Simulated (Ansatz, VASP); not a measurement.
## SnSe: VASP beside Ansatz

```
CELL_PARAMETERS angstrom
4.28533 0.00000 0.00000
0.00000 4.28533 -0.12856
0.00000 -0.32972 10.99069
ATOMIC_POSITIONS crystal
Sn 0.50000 0.00000 0.37223
Sn 0.00000 0.50000 0.62777
Se 0.50000 0.00000 0.61604
Se 0.00000 0.50000 0.38396
```

Change from the starting cell: strain -0.0600 x Voigt [0, 0, 0, 1, 0, 0], atoms carried along.

Alike in both runs: task single point; functional r2SCAN; k mesh 6 × 6 × 4; occupations gaussian, width 0.05 eV; no spin polarisation.

```csv
,VASP,Ansatz
version,VASP 6.6.1,Ansatz 0.2.0
potentials or method,"VASP PAW PBE potentials, release 64 (Sn_d, Se), cutoff 520 eV","scalar-relativistic, plane waves, PAW"
valence electrons in the cell,40,60
```

|  | VASP | Ansatz | Ansatz less VASP |
| --- | --- | --- | --- |
| gap on the k mesh at the Fermi level (eV) | 1.75 | 1.76 | +0.006 |
| least direct gap on the mesh (eV) | 1.75 | 1.76 | +0.006 |
| rms of the force components (eV/Å) | 0.087 | 0.087 | -0.0002 |

VASP's potentials were made for PBE, not for r2SCAN. Atom by atom the forces differ by 0.008 eV/Å (rms over components). The functional is the same, so the differences come from potentials, cutoffs and numerics. VASP's potentials hold 40 valence electrons a cell and Ansatz's 60, so a difference there can come from the potentials and not from the codes.
